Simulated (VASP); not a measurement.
# Nb (I4/mmm) in VASP: notebook

Nb is run at these levels: PBEsol; tasks: single point.

All numbers are computed with VASP 6.6.1; they aren't measurements. Logs are shortened: lines on timing, memory, paths and dates and some standing lists are left out, and cuts for length are marked.

### Step 1. The cell of the first run

Symmetry: I4/mmm, No. 139, tetragonal system. Conventional cell: a = 2.916 Å, b = 2.916 Å, c = 4.230 Å, α = 90.00°, β = 90.00°, γ = 90.00°. Nb (site symmetry 4/mmm) has 12 Nb at 2.92 to 2.95 Å within 3.8 Å.

### Step 2. Single point, PBEsol (strain -0.025 along x and y, +0.000 along z)

INCAR

```
PREC     = Accurate       # precision mode
ENCUT    = 500            # plane-wave cutoff, eV
EDIFF    = 1E-6           # SCF threshold, eV
ISMEAR   = 0              # smearing method
SIGMA    = 0.15           # smearing width, eV
LREAL    = False          # projectors in reciprocal space
LASPH    = True           # aspherical terms in the spheres
NELM     = 120            # most SCF steps
ALGO     = Normal         # electronic algorithm
ISIF     = 2              # what is computed and relaxed
LWAVE    = False          # write WAVECAR
LCHARG   = False          # write CHGCAR
GGA      = PS             # functional
NBANDS   = 12             # bands
GGA_COMPAT= False
```

KPOINTS

```
regular mesh
0
Gamma
  20 20 20
```

POSCAR

```
Nb
1.0
    0.0000000000      2.0621250000      2.1150000000
    2.0621250000      0.0000000000      2.1150000000
    2.0621250000      2.0621250000      0.0000000000
Nb
1
Direct
    0.0000000000      0.0000000000      0.0000000000
```

Potentials or basis: VASP PAW PBE potentials, release 64 (Nb_sv).

On the command line:

```sh
> cat potpaw_PBE.64/Nb_sv/POTCAR > POTCAR
> mpirun -np 1 vasp_std > vasp.out
```

OUTCAR:

```text
PREC = Accurate
   ENCUT = 500
   EDIFF = 1E-6
   ISMEAR = 0
   LREAL = False
   LASPH = True
   NELM = 120
   ISIF = 2
   GGA = PS

 ion  position               nearest neighbor table
   1  0.000  0.000  0.000-

  LATTYP: Found a body centered tetragonal cell.
 ALAT       =     2.9162851423
 C/A-ratio  =     1.4504754486

  Lattice vectors:

 A1 = (  -2.0621250000,   0.0000000000,   2.1150000000)
 A2 = (   2.0621250000,   0.0000000000,   2.1150000000)
 A3 = (   0.0000000000,   2.0621250000,  -2.1150000000)

Analysis of symmetry for initial positions (statically):
=====================================================================
 Subroutine PRICEL returns:
 Original cell was already a primitive cell.

 Routine SETGRP: Setting up the symmetry group for a
 body centered tetragonal supercell.

 Subroutine GETGRP returns: Found 16 space group operations
 (whereof 16 operations were pure point group operations)
 out of a pool of 16 trial point group operations.

The static configuration has the point symmetry D_4h.

Analysis of symmetry for dynamics (positions and initial velocities):
=====================================================================
 Subroutine PRICEL returns:
 Original cell was already a primitive cell.

 Routine SETGRP: Setting up the symmetry group for a
 body centered tetragonal supercell.

 Subroutine GETGRP returns: Found 16 space group operations
 (whereof 16 operations were pure point group operations)
 out of a pool of 16 trial point group operations.

The dynamic configuration has the point symmetry D_4h.

 Subroutine INISYM returns: Found 16 space group operations
 (whereof 16 operations are pure point group operations),
 and found     1 'primitive' translations

----------------------------------------------------------------------------------------

                                     Primitive cell

  volume of cell :      17.9875

  direct lattice vectors                    reciprocal lattice vectors
     0.000000000  2.062125000  2.115000000    -0.242468328  0.242468328  0.236406619
     2.062125000  0.000000000  2.115000000     0.242468328 -0.242468328  0.236406619
     2.062125000  2.062125000  0.000000000     0.242468328  0.242468328 -0.236406619

  length of vectors
     2.953910039  2.953910039  2.916285142     0.416497142  0.416497142  0.416497142

  position of ions in fractional coordinates (direct lattice)
     0.000000000  0.000000000  0.000000000

  ion indices of the primitive-cell ions
[... 77 lines left out ...]
   NSW    =      0    number of steps for IOM
   IBRION =     -1    ionic relax: 0-MD 1-quasi-New 2-CG
   NFREE  =      0    steps in history (QN), initial steepest desc. (CG)
   ISIF   =      2    stress and relaxation
   ISYM   =      2    0-nonsym 1-usesym 2-fastsym
   POTIM  = 0.5000    time-step for ionic-motion
   TEBEG  =    0.0;   TEEND  =   0.0 temperature during run
   PSTRESS=    0.0 pullay stress
   NELECT =      13.0000    total number of electrons
   NUPDOWN=      -1.0000    fix difference up-down
   EMIN   =  10.00;   EMAX   =-10.00  energy-range for DOS
   EFERMI =   0.00;   METHOD = LEGACY
   ISMEAR =     0;   SIGMA  =   0.15  broadening in eV -4-tet -1-fermi 0-gaus
   EFERMI_NEDOS =   21; number of points for ismear=-14 and -15
   IALGO  =     38    algorithm
   IMIX   =      4    mixing-type and parameters
     AMIX     =   0.40;   BMIX     =  1.00
     AMIX_MAG =   1.60;   BMIX_MAG =  1.00
  volume/ion in A,a.u.               =      17.99       121.39
  Fermi-wavevector in a.u.,A,eV,Ry     =   1.469149  2.776289 29.366797  2.158399
  Thomas-Fermi vector in A             =   2.584561
   LORBIT       =      0    0 simple, 1 ext, 2 COOP (PROOUT), +10 PAW based schemes
   GGA     = PS    functional components
   LHFCALC =     F    Hartree Fock is set to
   AEXX    =    0.0000 exact exchange contribution
   IVDW    =     0    specifies the selected vdW correction
   LEPSILON=     F    determine dielectric tensor
   LRPA    =     F    only Hartree local field effects (RPA)
 non-spin polarized calculation
 Gauss-broadening in eV      SIGMA  =   0.15
  energy-cutoff  :      500.00
  volume of cell :       17.99
 maximum number of plane-waves:       472
 NGX is ok and might be reduce to    24
   NGX = 11   NGY = 11   NGZ = 11

 number of electron      13.0000001 magnetization

 Free energy of the ion-electron system (eV)
  ---------------------------------------------------
  ext. energy  EPLUGINS =         0.00000000
  ---------------------------------------------------
  free energy    TOTEN  =       -10.62069123 eV

  energy without entropy =      -10.60458358  energy(sigma->0) =      -10.61263740

 E-fermi :  11.4340     XC(G=0): -12.6379

 val. band max:       11.4329400109   @ k =   0.4000   0.2500   0.0000
 cond. band min:      11.4348793384   @ k =  -0.3500   0.0500   0.2000
 fundamental gap:      0.0019393275
 Fermi energy:        11.4339622602

 k-point     1 :       0.0000    0.0000    0.0000
  band No.  band energies     occupation
      1     -43.2125      2.00000
      2     -18.5394      2.00000
      3     -18.5322      2.00000
      4     -18.5322      2.00000
      5       5.0807      2.00000
      6      11.3053      1.77483
      7      11.6155      0.08703
      8      11.6155      0.08703
      9      14.0396      0.00000
     10      14.4686      0.00000
     11      23.3168      0.00000
     12      27.7238      0.00000
[... 331 lines left out ...]
 k-point    24 :      -0.3500    0.0500    0.0000
  band No.  band energies     occupation
      1     -43.0155      2.00000
      2     -19.6936      2.00000
      3     -18.7398      2.00000
      4     -18.6517      2.00000
      5       7.5381      2.00000
      6      11.3107      1.75470
      7      11.5904      0.14025
      8      11.7395      0.00397
      9      15.1623      0.00000
     10      16.0113      0.00000
     11      22.7037      0.00000
     12      25.5024      0.00000

 [... further k-points ...]
[... 5 lines left out ...]
  --------------------------------------------------------------------------------------
  -------------------------------------------------------------------------------------
  Total       -0.1703417     -0.1703417      0.6557442      0.0000000      0.0000000     -0.0000000
  in kB      -15.1726405    -15.1726405     58.4083180      0.0000000      0.0000000     -0.0000000
  external PRESSURE =       9.3543457 kB  Pullay stress =       0.0000000 kB

 VOLUME and BASIS-vectors are now :
 -----------------------------------------------------------------------------
  energy-cutoff  :      500.00
  volume of cell :       17.99
      direct lattice vectors                 reciprocal lattice vectors
     0.000000000  2.062125000  2.115000000    -0.242468328  0.242468328  0.236406619
     2.062125000  0.000000000  2.115000000     0.242468328 -0.242468328  0.236406619
     2.062125000  2.062125000  0.000000000     0.242468328  0.242468328 -0.236406619

 POSITION                                       TOTAL-FORCE (eV/Angst)
 -----------------------------------------------------------------------------------
      0.00000      0.00000      0.00000        -0.000000      0.000000      0.000000
 -----------------------------------------------------------------------------------
    total drift:                               -0.000000      0.000000      0.000000

  FREE ENERGIE OF THE ION-ELECTRON SYSTEM (eV)
  ---------------------------------------------------
  free  energy   TOTEN  =       -10.6206912308 eV

  energy  without entropy=      -10.6045835762  energy(sigma->0) =      -10.61263740
```

OSZICAR:

```text
N       E                     dE             d eps       ncg     rms          rms(c)
DAV:   1     0.112380057366E+03    0.11238E+03   -0.71206E+03 15504   0.105E+03
DAV:   2    -0.660523144660E+01   -0.11899E+03   -0.11465E+03 16600   0.380E+02
DAV:   3    -0.108606397890E+02   -0.42554E+01   -0.40657E+01 22268   0.630E+01
DAV:   4    -0.111144105021E+02   -0.25377E+00   -0.25206E+00 21376   0.139E+01
DAV:   5    -0.111242256322E+02   -0.98151E-02   -0.98110E-02 22688   0.225E+00    0.728E+00
DAV:   6    -0.106750341713E+02    0.44919E+00   -0.68148E-01 24564   0.102E+01    0.257E+00
DAV:   7    -0.106168455907E+02    0.58189E-01   -0.20886E-01 25360   0.553E+00    0.100E+00
DAV:   8    -0.106206272654E+02   -0.37817E-02   -0.13540E-02 18492   0.151E+00    0.429E-02
DAV:   9    -0.106206759332E+02   -0.48668E-04   -0.86937E-04 25744   0.305E-01    0.378E-02
DAV:  10    -0.106206924249E+02   -0.16492E-04   -0.15356E-05 18452   0.484E-02    0.160E-02
DAV:  11    -0.106206912799E+02    0.11450E-05   -0.79741E-06 20292   0.469E-02    0.242E-03
DAV:  12    -0.106206912308E+02    0.49129E-07   -0.60779E-07 12264   0.772E-03
   1 F= -.10620691E+02 E0= -.10612637E+02  d E =-.161077E-01
```

stdout:

```text
POSCAR found type information on POSCAR Nb
 POSCAR found :  1 types and       1 ions
 scaLAPACK will be used
 -----------------------------------------------------------------------------
|                                                                             |
|                                                                             |
|     You enforced a specific xc type in the INCAR file but a different       |
|     I HOPE YOU KNOW WHAT YOU ARE DOING!                                     |
|                                                                             |
 -----------------------------------------------------------------------------

 LDA part: xc-table for (Slater+PW92), standard interpolation
 POSCAR, INCAR and KPOINTS ok, starting setup
 FFT: planning ... GRIDC
 FFT: planning ... GRID_SOFT
 FFT: planning ... GRID
 WAVECAR not read
 entering main loop
```

It took 75 s on 1 thread of AMD EPYC 9R45 (Zen 5), shared host; peak memory 0.21 GiB.

Results:

```
Free energy            : -10.6207 eV
Pressure               : 0.9 GPa
Band gap on the k mesh : zero (an odd number of electrons rules out a gap without spin polarisation)
```

Stress tensor (GPa, compression positive):
```
-1.52  0.00  0.00
 0.00 -1.52  0.00
 0.00  0.00  5.84
```

Levels at points of the mesh, in eV from the Fermi level:
```tsv
k point	band 3	band 4	band 5	band 6	band 7	band 8	band 9	band 10
(0.00, 0.00, 0.00)	-29.97	-29.97	-6.35	-0.13	0.18	0.18	2.61	3.03
(0.50, 0.00, 0.00)	-30.17	-30.12	-4.02	-0.30	0.03	1.53	4.85	5.03
(0.50, 0.50, 0.00)	-30.42	-30.42	-4.30	-3.50	3.53	4.93	5.53	5.53
(0.50, 0.00, 0.50)	-30.51	-30.44	-4.32	-3.55	3.99	4.89	5.39	5.71
```

Caveat: the cell differs from its parent crystal (strain -0.025 along x and y, +0.000 along z); the stress differs along the axes, from -2 to 6 GPa; the PAW data sets were made with another functional, which shifts forces and pressure a little.

### Step 3. Single point, PBEsol (strain +0.000 along x and y, -0.025 along z)

INCAR

```
SYSTEM = Nb
PREC = Accurate ; ENCUT = 500
EDIFF = 1E-6 ; ISMEAR = 0
SIGMA = 0.15 ; LREAL = .FALSE.
LASPH = .TRUE. ; NELM = 120
ALGO = Normal ; ISIF = 2
LWAVE = .FALSE. ; LCHARG = .TRUE.
GGA = PS ; LELF = .TRUE.
LVHAR = .TRUE. ; NBANDS = 12
GGA_COMPAT = .FALSE.
```

KPOINTS

```
regular mesh
0
G
  20 20 20
  0 0 0
```

POSCAR

```
Nb
1.0
    0.0000000000      2.1150000000      2.0621250000
    2.1150000000      0.0000000000      2.0621250000
    2.1150000000      2.1150000000      0.0000000000
Nb
1
Direct
    0.0000000000      0.0000000000      0.0000000000
```

Potentials or basis: VASP PAW PBE potentials, release 64 (Nb_sv).

On the command line:

```sh
> cat potpaw_PBE.64/Nb_sv/POTCAR > POTCAR
> mpirun -np 1 vasp_std > vasp.out
```

Run time: 77 s. Hardware: 1 thread of AMD EPYC 9R45 (Zen 5), shared host; peak memory 0.21 GiB.

The run converged. Its results:

- Free energy: -10.6178 eV
- Pressure: -3.4 GPa
- Band gap on the k mesh: zero (an odd number of electrons rules out a gap without spin polarisation)

Stress tensor (GPa, compression positive):
```
-0.98  0.00  0.00
 0.00 -0.98  0.00
 0.00  0.00 -8.24
```

Levels at points of the mesh, in eV from the Fermi level:
| k point | band 4 | band 5 | band 6 | band 7 | band 8 | band 9 |
| --- | --- | --- | --- | --- | --- | --- |
| (0.00, 0.00, 0.00) | -30.04 | -6.29 | 0.00 | 0.00 | 0.30 | 2.55 |
| (0.50, 0.00, 0.00) | -30.19 | -3.91 | -0.27 | 0.06 | 1.43 | 4.69 |
| (0.50, 0.50, 0.00) | -30.53 | -4.17 | -3.44 | 3.98 | 4.74 | 5.38 |
| (0.50, 0.00, 0.50) | -30.45 | -4.16 | -3.38 | 3.53 | 4.75 | 5.22 |

Caveat: the cell differs from its parent crystal (strain +0.000 along x and y, -0.025 along z); the stress differs along the axes, from -8 to -1 GPa; the PAW data sets were made with another functional, which shifts forces and pressure a little.

### Step 4. Single point, PBEsol (strain -0.025 along x and y, +0.025 along z)

INCAR

```
  PREC = Accurate
  ENCUT = 500
  EDIFF = 1E-6
  ISMEAR = 0
  SIGMA = 0.15
  LREAL = False
  LASPH = True
  NELM = 120
  ALGO = Normal
  ISIF = 2
  LWAVE = False
  LCHARG = False
  GGA = PS
  NBANDS = 12
  GGA_COMPAT = False
```

KPOINTS

```
Automatic mesh
0
Gamma
  20 20 20
```

POSCAR

```
Nb
1.0
    0.0000000000      2.0621250000      2.1678750000
    2.0621250000      0.0000000000      2.1678750000
    2.0621250000      2.0621250000      0.0000000000
Nb
1
Direct
    0.0000000000      0.0000000000      0.0000000000
```

On the command line:

```sh
> cat potpaw_PBE.64/Nb_sv/POTCAR > POTCAR
> mpirun -np 1 vasp_std > vasp.out
```

Wall time 72 s (1 thread of AMD EPYC 9R45 (Zen 5), shared host); peak memory 0.21 GiB.

It converged, with:

```
Free energy            : -10.6355 eV
Pressure               : -3.6 GPa
Band gap on the k mesh : zero (an odd number of electrons rules out a gap without spin polarisation)
```

Stress tensor (GPa, compression positive):
```
-7.44  0.00  0.00
 0.00 -7.44  0.00
 0.00  0.00  4.04
```

Levels at points of the mesh, in eV from the Fermi level:
| k point | band 2 | band 3 | band 4 | band 5 | band 6 | band 7 | band 8 | band 9 | band 10 | band 11 |
| --- | --- | --- | --- | --- | --- | --- | --- | --- | --- | --- |
| (0.00, 0.00, 0.00) | -30.04 | -30.02 | -30.02 | -6.28 | -0.28 | 0.33 | 0.33 | 2.33 | 3.17 | 11.90 |
| (0.50, 0.00, 0.00) | -31.30 | -30.24 | -30.14 | -3.90 | -0.39 | 0.23 | 1.45 | 4.64 | 4.96 | 10.73 |
| (0.50, 0.50, 0.00) | -31.20 | -30.40 | -30.40 | -4.13 | -3.32 | 3.11 | 4.83 | 5.36 | 5.36 | 11.83 |
| (0.50, 0.00, 0.50) | -31.22 | -30.57 | -30.45 | -4.16 | -3.41 | 4.00 | 4.71 | 5.07 | 5.71 | 10.81 |

Caveat: the cell differs from its parent crystal (strain -0.025 along x and y, +0.025 along z); the stress differs along the axes, from -7 to 4 GPa; the PAW data sets were made with another functional, which shifts forces and pressure a little.

(Part 1 of 2 ends here.)
